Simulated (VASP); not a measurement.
Rb2Ag3:

```xyz
5
Lattice="5.5605 0.0000 0.0000 0.0000 5.5605 0.0000 0.0000 0.0000 5.5605" Properties=species:S:1:pos:R:3 pbc="T T T"
Rb    0.0000    0.0000    0.0000
Rb    2.7802    2.7802    2.7802
Ag    2.7802    0.0000    0.0000
Ag    0.0000    2.7802    0.0000
Ag    0.0000    0.0000    2.7802
```

The cell was generated, and may not be a known phase.

- Program: VASP 6.6.1
- Task: relaxation of cell and atoms
- Functional: PBE
- Potentials or basis: VASP PAW PBE potentials, release 64 (Rb_sv, Ag_sv_GW)
- Cutoff: 630 eV
- k mesh: 4 × 4 × 4
- Occupations: gaussian, width 0.1 eV
- Spin: no spin polarisation

At the start: pressure 6.3 GPa; volume 34.39 Å³/atom.

Problem. Where does the relaxation end?

Solution. Over 4 steps the energy falls by 203.0 meV/atom and the volume is 47.83 Å³/atom (+39.1 %); space group Pm-3m (No. 221, to 0.1 Å) before and after.

Step by step:
```tsv
step	energy change (eV)	largest force (eV/Å)	pressure (GPa)	volume (Å³)
1	0.0000	0.0000	6.25	171.93
2	-0.8422	0.0000	1.89	207.51
3	-0.9994	0.0000	0.48	229.99
4	-1.0152	0.0000	0.09	239.15
```

Final structure:
```xyz
5
Lattice="6.2072 0.0000 0.0000 0.0000 6.2072 0.0000 0.0000 0.0000 6.2072" Properties=species:S:1:pos:R:3 pbc="T T T"
Rb    0.0000    0.0000    0.0000
Rb    3.1036    3.1036    3.1036
Ag    3.1036    0.0000    0.0000
Ag    0.0000    3.1036    0.0000
Ag    0.0000    0.0000    3.1036
```

Caveat: the volume moved by over 15 % at a fixed basis, so the end points are rough.
